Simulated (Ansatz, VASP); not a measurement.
## One calculation of C, two programs

The input INCAR:

```
PREC = Accurate
ENCUT = 520
EDIFF = 1E-6
ISMEAR = 0
SIGMA = 0.01
LREAL = F
LASPH = T
NELM = 60
ALGO = Normal
ISIF = 2
LWAVE = F
LCHARG = F
NBANDS = 16
```

The input KPOINTS:

```
Automatic mesh
0
Gamma
  9 9 6
```

The input POSCAR:

```
C
1.0
    2.4830358874      0.0000000000      0.0000000000
   -1.2415179437      2.1503721570      0.0000000000
    0.0000000000      0.0000000000      4.1358820514
C
4
Direct
    0.3333333333      0.6666666667     -0.0001691602
    0.6666666667      0.3333333333      0.4998308398
    0.3333333333      0.6666666667      0.3741691602
    0.6666666667      0.3333333333      0.8741691602
```

Input for Ansatz:

```yaml
crystal:
  lattice:
    - [2.4830358874, 0.0, 0.0]
    - [-1.2415179437, 2.150372157, 0.0]
    - [0.0, 0.0, 4.1358820514]
  atoms:
    - { symbol: C, position: [0.3333333333, 0.6666666667, -0.0001691602] }
    - { symbol: C, position: [0.6666666667, 0.3333333333, 0.4998308398] }
    - { symbol: C, position: [0.3333333333, 0.6666666667, 0.3741691602] }
    - { symbol: C, position: [0.6666666667, 0.3333333333, 0.8741691602] }
basis:
  ecutwfc: 420
kpoints:
  mp_grid: { grid: [9, 9, 6] }
  band_path:
    path:
      - [0.0, 0.0, 0.0]
      - [0.0, 0.0, 0.0]
      - [0.5, 0.0, 0.0]
      - [0.5, 0.0, 0.0]
      - [0.3333333333, 0.3333333333, 0.0]
      - [0.0, 0.0, 0.5]
      - [0.0047422492, -0.0023711246, 0.0]
      - [-0.0047422492, 0.0023711246, 0.0]
      - [0.0, 0.0, 0.0078989529]
      - [0.0, 0.0, -0.0078989529]
      - [0.0047422492, -0.0023711246, 0.0]
      - [-0.0047422492, 0.0023711246, 0.0]
      - [0.0, 0.0, 0.0078989529]
      - [0.0, 0.0, -0.0078989529]
    npoints: 1
hamiltonian:
  xc: lda
  pseudopotentials: { kind: paw, azcp: { folder: soft_1 } }
scf:
  occupations: { method: fixed }
  n_extra_bands: 6
output:
  forces: true
  stress: true
  eigenvalues: true
```

Alike in both runs: task single point; functional LDA; k mesh 9 × 9 × 6; no spin polarisation.

|  | VASP | Ansatz |
| --- | --- | --- |
| version | VASP 6.6.1 | Ansatz 0.2.0 |
| potentials or method | VASP PAW LDA potentials, release 64 (C), cutoff 520 eV | scalar-relativistic, plane waves, PAW |
| occupations | gaussian, width 0.01 eV | fixed |
| valence electrons in the cell | 16 | 16 |

```csv
,VASP,Ansatz,Ansatz less VASP
gap on the k mesh at the Fermi level (eV),3.01,3.03,+0.023
least direct gap on the mesh (eV),4.97,4.97,+0.004
pressure (GPa),1.7,0.0,-1.74
```

Ansatz warns that its potentials were made for another functional, while VASP's fit it. LDA's correlation is that of Perdew and Zunger in VASP and of Perdew and Wang (1992) in Ansatz.
